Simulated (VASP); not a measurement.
# SiO2 (I4_1/amd) in VASP: further runs, part 2 of 3

VASP 6.6.1. Earlier steps stand in the parts before.

## (3) Single point, PBE (9.36 Å³/atom)

This run uses another cell than the first one, of 9.36 Å³/atom.

INCAR reads:

```
PREC = Accurate ; ENCUT = 520
EDIFF = 1E-6 ; ISMEAR = 0
SIGMA = 0.01 ; LREAL = False
LASPH = True ; NELM = 100
ALGO = Normal ; ISIF = 2
LWAVE = False ; LCHARG = False
GGA = PE ; NBANDS = 25
```

KPOINTS reads:

```
regular mesh
0
Gamma
  8 8 8
```

POSCAR reads:

```
SiO2
1.0
   -1.7979982760      1.7979982760      4.3435446597
    1.7979982760     -1.7979982760      4.3435446597
    1.7979982760      1.7979982760     -4.3435446597
Si O
2 4
Direct
    0.7500000000      0.2500000000      0.5000000000
    0.0000000000      0.0000000000      0.0000000000
    0.5421687974      0.0421687974      0.5000000000
    0.7921687974      0.7921687974      0.0000000000
    0.2078312026      0.2078312026      0.0000000000
    0.9578312026      0.4578312026      0.5000000000
```

Potentials or basis: VASP PAW PBE potentials, release 64 (Si, O).

The run is started by

```console
$ cat potpaw_PBE.64/Si/POTCAR potpaw_PBE.64/O/POTCAR > POTCAR
$ mpirun -np 1 vasp_std > vasp.out
```

OUTCAR:

```text
PREC = Accurate
   ENCUT = 520
   EDIFF = 1E-6
   ISMEAR = 0
   LREAL = False
   LASPH = True
   NELM = 100
   ISIF = 2
   GGA = PE

 ion  position               nearest neighbor table
   1  0.750  0.250  0.500-   3 1.81   6 1.81   5 1.83   4 1.83   4 1.83   5 1.83   2 2.82   2 2.82
                             2 2.82   2 2.82
   2  0.000  0.000  0.000-   4 1.81   5 1.81   3 1.83   6 1.83   3 1.83   6 1.83   1 2.82   1 2.82
                             1 2.82   1 2.82
   3  0.542  0.042  0.500-   1 1.81   2 1.83   2 1.83
   4  0.792  0.792  0.000-   2 1.81   1 1.83   1 1.83
   5  0.208  0.208  0.000-   2 1.81   1 1.83   1 1.83
   6  0.958  0.458  0.500-   1 1.81   2 1.83   2 1.83

  LATTYP: Found a body centered tetragonal cell.
 ALAT       =     3.5959965520
 C/A-ratio  =     2.4157668657

  Lattice vectors:

 A1 = (  -1.7979982760,   1.7979982760,   4.3435446597)
 A2 = (   1.7979982760,  -1.7979982760,   4.3435446597)
 A3 = (   1.7979982760,   1.7979982760,  -4.3435446597)

Analysis of symmetry for initial positions (statically):
=====================================================================
 Subroutine PRICEL returns:
 Original cell was already a primitive cell.

 Routine SETGRP: Setting up the symmetry group for a
 body centered tetragonal supercell.

 Subroutine GETGRP returns: Found 16 space group operations
 (whereof  8 operations were pure point group operations)
 out of a pool of 16 trial point group operations.

The static configuration has the point symmetry D_2d.
 The point group associated with its full space group is D_4h.

Analysis of symmetry for dynamics (positions and initial velocities):
=====================================================================
 Subroutine PRICEL returns:
 Original cell was already a primitive cell.

 Routine SETGRP: Setting up the symmetry group for a
 body centered tetragonal supercell.

 Subroutine GETGRP returns: Found 16 space group operations
 (whereof  8 operations were pure point group operations)
 out of a pool of 16 trial point group operations.

The dynamic configuration has the point symmetry D_2d.
 The point group associated with its full space group is D_4h.

 Subroutine INISYM returns: Found 16 space group operations
 (whereof  8 operations are pure point group operations),
 and found     1 'primitive' translations

----------------------------------------------------------------------------------------

                                     Primitive cell

  volume of cell :      56.1672

  direct lattice vectors                    reciprocal lattice vectors
    -1.797998276  1.797998276  4.343544660     0.000000000  0.278087030  0.115113355
     1.797998276 -1.797998276  4.343544660     0.278087030  0.000000000  0.115113355
     1.797998276  1.797998276 -4.343544660     0.278087030  0.278087030  0.000000000

  length of vectors
     5.033088099  5.033088099  5.033088099     0.300970897  0.300970897  0.393274449

  position of ions in fractional coordinates (direct lattice)
     0.750000000  0.250000000  0.500000000
     0.000000000  0.000000000  0.000000000
     0.542168797  0.042168797  0.500000000
     0.792168797  0.792168797  0.000000000
     0.207831203  0.207831203  0.000000000
     0.957831203  0.457831203  0.500000000

[... 39 lines left out ...]
  0.250000  0.000000  0.000000      8.000000
  0.375000  0.000000  0.000000      8.000000
  0.500000  0.000000  0.000000      4.000000
  0.125000  0.125000  0.000000      8.000000
[... 16 lines left out ...]
  0.250000  0.125000  0.125000     16.000000
  0.375000  0.125000  0.125000      8.000000
 [... further k-points ...]
   k-points           NKPTS =     59   k-points in BZ     NKDIM =     59   number of bands    NBANDS=     25
   number of dos      NEDOS =    301   number of ions     NIONS =      6
   total plane-waves  NPLWV =  64000
   dimension x,y,z NGX =    40 NGY =   40 NGZ =   40
   dimension x,y,z NGXF=    80 NGYF=   80 NGZF=   80
   ions per type =               2   4
   NGX,Y,Z   is equivalent  to a cutoff of  13.21, 13.21, 13.21 a.u.
   NGXF,Y,Z  is equivalent  to a cutoff of  26.42, 26.42, 26.42 a.u.
 SYSTEM =  unknown system
   PREC   = accura    normal or accurate (medium, high low for compatibility)
   ISTART =      0    job   : 0-new  1-cont  2-samecut
   ICHARG =      2    charge: 1-file 2-atom 10-const
   ISPIN  =      1    spin polarized calculation?
   LNONCOLLINEAR =      F non collinear calculations
   LSORBIT =      F    spin-orbit coupling
   LASPH  =      T    aspherical Exc in radial PAW
   ENCUT  =  520.0 eV  38.22 Ry    6.18 a.u.   9.36  9.36  9.36*2*pi/ulx,y,z
   NELM   =    100;   NELMIN=  2; NELMDL= -5     # of ELM steps
   EDIFF  = 0.1E-05   stopping-criterion for ELM
   LREAL  =      F    real-space projection
   EDIFFG = 0.1E-04   stopping-criterion for IOM
   NSW    =      0    number of steps for IOM
   IBRION =     -1    ionic relax: 0-MD 1-quasi-New 2-CG
   NFREE  =      0    steps in history (QN), initial steepest desc. (CG)
   ISIF   =      2    stress and relaxation
   ISYM   =      2    0-nonsym 1-usesym 2-fastsym
   POTIM  = 0.5000    time-step for ionic-motion
   TEBEG  =    0.0;   TEEND  =   0.0 temperature during run
   PSTRESS=    0.0 pullay stress
   NELECT =      32.0000    total number of electrons
   NUPDOWN=      -1.0000    fix difference up-down
   EMIN   =  10.00;   EMAX   =-10.00  energy-range for DOS
   EFERMI =   0.00;   METHOD = LEGACY
   ISMEAR =     0;   SIGMA  =   0.01  broadening in eV -4-tet -1-fermi 0-gaus
   EFERMI_NEDOS =   21; number of points for ismear=-14 and -15
   IALGO  =     38    algorithm
   IMIX   =      4    mixing-type and parameters
     AMIX     =   0.40;   BMIX     =  1.00
     AMIX_MAG =   1.60;   BMIX_MAG =  1.00
  volume/ion in A,a.u.               =       9.36        63.17
  Fermi-wavevector in a.u.,A,eV,Ry     =   1.357158  2.564658 25.060285  1.841879
  Thomas-Fermi vector in A             =   2.484101
   LORBIT       =      0    0 simple, 1 ext, 2 COOP (PROOUT), +10 PAW based schemes
   GGA     = PE    functional components
   LHFCALC =     F    Hartree Fock is set to
   AEXX    =    0.0000 exact exchange contribution
   IVDW    =     0    specifies the selected vdW correction
   LEPSILON=     F    determine dielectric tensor
   LRPA    =     F    only Hartree local field effects (RPA)
 non-spin polarized calculation
 Gauss-broadening in eV      SIGMA  =   0.01
  energy-cutoff  :      520.00
  volume of cell :       56.17
 maximum number of plane-waves:      1535
 NGX is ok and might be reduce to    40
   NGX = 19   NGY = 19   NGZ = 19

 number of electron      31.9999996 magnetization

 Free energy of the ion-electron system (eV)
  ---------------------------------------------------
  ext. energy  EPLUGINS =         0.00000000
  ---------------------------------------------------
  free energy    TOTEN  =       -45.90253652 eV

  energy without entropy =      -45.90253652  energy(sigma->0) =      -45.90253652

 E-fermi :   5.1213     XC(G=0): -11.0877

 val. band max:        5.0171769600   @ k =  -0.3750   0.3750   0.0000
 cond. band min:       9.8580400332   @ k =   0.0000   0.0000   0.0000
 fundamental gap:      4.8408630732
 Fermi energy:         5.1213179287

 k-point     1 :       0.0000    0.0000    0.0000
  band No.  band energies     occupation
      1     -15.7705      2.00000
      2     -13.1368      2.00000
      3     -12.1527      2.00000
      4     -11.4705      2.00000
      5      -2.0825      2.00000
      6      -2.0825      2.00000
[... 661 lines left out ...]
     24      18.7739      0.00000
     25      18.8606      0.00000

 [... further k-points ...]

------------------------ aborting loop because EDIFF is reached ----------------------------------------

  FORCE on cell =-STRESS in cart. coord.  units (eV):
  Direction    XX          YY          ZZ          XY          YZ          ZX
  --------------------------------------------------------------------------------------
  -------------------------------------------------------------------------------------
  Total       -4.4833099     -4.4833099     -5.4188681      0.0000000     -0.0000000      0.0000000
  in kB     -127.8870358   -127.8870358   -154.5739612      0.0000000     -0.0000000      0.0000000
  external PRESSURE =    -136.7826776 kB  Pullay stress =       0.0000000 kB

 VOLUME and BASIS-vectors are now :
 -----------------------------------------------------------------------------
  energy-cutoff  :      520.00
  volume of cell :       56.17
      direct lattice vectors                 reciprocal lattice vectors
    -1.797998276  1.797998276  4.343544660     0.000000000  0.278087030  0.115113355
     1.797998276 -1.797998276  4.343544660     0.278087030  0.000000000  0.115113355
     1.797998276  1.797998276 -4.343544660     0.278087030  0.278087030  0.000000000

 POSITION                                       TOTAL-FORCE (eV/Angst)
 -----------------------------------------------------------------------------------
     -0.00000      1.79800      2.17177        -0.000000     -0.000000     -0.000000
      0.00000      0.00000      0.00000        -0.000000     -0.000000     -0.000000
      0.00000      1.79800      0.36632        -0.000000     -0.000000      0.497813
      0.00000      0.00000      6.88164         0.000000      0.000000      0.497813
      0.00000      0.00000      1.80545        -0.000000     -0.000000     -0.497813
     -0.00000      1.79800      3.97722         0.000000      0.000000     -0.497813
 -----------------------------------------------------------------------------------
    total drift:                               -0.000000      0.000000      0.000000

  FREE ENERGIE OF THE ION-ELECTRON SYSTEM (eV)
  ---------------------------------------------------
  free  energy   TOTEN  =       -45.9025365155 eV

  energy  without entropy=      -45.9025365155  energy(sigma->0) =      -45.90253652
```

OSZICAR:

```text
N       E                     dE             d eps       ncg     rms          rms(c)
DAV:   1     0.143416632318E+03    0.14342E+03   -0.17166E+04  2966   0.121E+03
DAV:   2    -0.428346739965E+02   -0.18625E+03   -0.17838E+03  3921   0.275E+02
DAV:   3    -0.504801142757E+02   -0.76454E+01   -0.76148E+01  3972   0.538E+01
DAV:   4    -0.505372803008E+02   -0.57166E-01   -0.57149E-01  3451   0.543E+00
DAV:   5    -0.505378347004E+02   -0.55440E-03   -0.55433E-03  3984   0.517E-01    0.161E+01
DAV:   6    -0.458531146309E+02    0.46847E+01   -0.13640E+01  3612   0.245E+01    0.718E+00
DAV:   7    -0.458871912931E+02   -0.34077E-01   -0.56561E-01  3554   0.446E+00    0.275E+00
DAV:   8    -0.458952110520E+02   -0.80198E-02   -0.22462E-02  3742   0.135E+00    0.109E+00
DAV:   9    -0.459021339686E+02   -0.69229E-02   -0.10849E-02  3557   0.889E-01    0.262E-01
DAV:  10    -0.459025734999E+02   -0.43953E-03   -0.12129E-03  3661   0.231E-01    0.623E-02
DAV:  11    -0.459025319998E+02    0.41500E-04   -0.17547E-04  3800   0.964E-02    0.922E-03
DAV:  12    -0.459025363274E+02   -0.43276E-05   -0.16357E-05  3623   0.270E-02    0.700E-03
DAV:  13    -0.459025365155E+02   -0.18810E-06   -0.39124E-06  3719   0.133E-02
   1 F= -.45902537E+02 E0= -.45902537E+02  d E =-.349539E-51
```

stdout:

```text
POSCAR found type information on POSCAR SiO
 POSCAR found :  2 types and       6 ions
 scaLAPACK will be used
 LDA part: xc-table for (Slater+PW92), standard interpolation
 POSCAR, INCAR and KPOINTS ok, starting setup
 FFT: planning ... GRIDC
 FFT: planning ... GRID_SOFT
 FFT: planning ... GRID
 WAVECAR not read
 entering main loop
```

It took 3.7 min on 1 thread of Intel Xeon 8259CL, shared host; peak memory 0.26 GiB.

What came out:

```
Free energy            : -45.9025 eV
Pressure               : -13.7 GPa
Largest force          : 0.498 eV/Å
Band gap on the k mesh : 4.84 eV (least direct gap 5.42 eV)
```

Forces in eV/Å, atoms in the order of the input:
```
Si   0.000  0.000  0.000
Si   0.000  0.000  0.000
O    0.000  0.000  0.498
O    0.000  0.000  0.498
O    0.000  0.000 -0.498
O    0.000  0.000 -0.498
```

Levels at points of the mesh, in eV from the valence-band top:
```tsv
k point	band 14	band 15	band 16	band 17	band 18	band 19
(0.00, 0.00, 0.00)	-0.80	-0.58	-0.58	4.84	7.53	10.83
(0.50, 0.00, 0.00)	-1.65	-1.18	-1.09	7.77	8.01	10.39
(0.50, 0.50, 0.00)	-1.91	-0.08	-0.08	9.10	9.10	10.01
(0.50, 0.50, 0.50)	-1.89	-0.40	-0.40	6.40	6.40	9.73
```

Caveat: the cell stands under tension. A k mesh can miss the band edges.

(Continued in part 3 of 3.)
